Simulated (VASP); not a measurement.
Runs of VASP 6.6.1 on LiF. The structure is that of space group I4/mmm (No. 139), or close to it. The cells are those of the table. 

```csv
cell,gap on the mesh (eV)
"a = 2.778, b = 2.848 Å, angles 59.2, 61.7, 59.2°, 2 atoms",10.71
"a = 2.710, b = 2.848 Å, angles 58.3, 63.4, 58.3°, 2 atoms",11.13
"a = 2.743, b = 2.848 Å, angles 58.7, 62.5, 58.7°, 2 atoms",10.93
"a = 2.994, b = 2.848 Å, angles 61.6, 56.8, 61.6°, 2 atoms",(a)
```

Alike in all rows: task single point; level r2SCAN; potentials or basis VASP PAW PBE potentials, release 64 (Li_sv, F); no spin polarisation; k mesh 10 × 10 × 10; cutoff (eV) 520; smearing gaussian 0.05 eV.

Task: Estimate the missing entries.

Result: (a) 9.28.

A k mesh can miss the band edges.
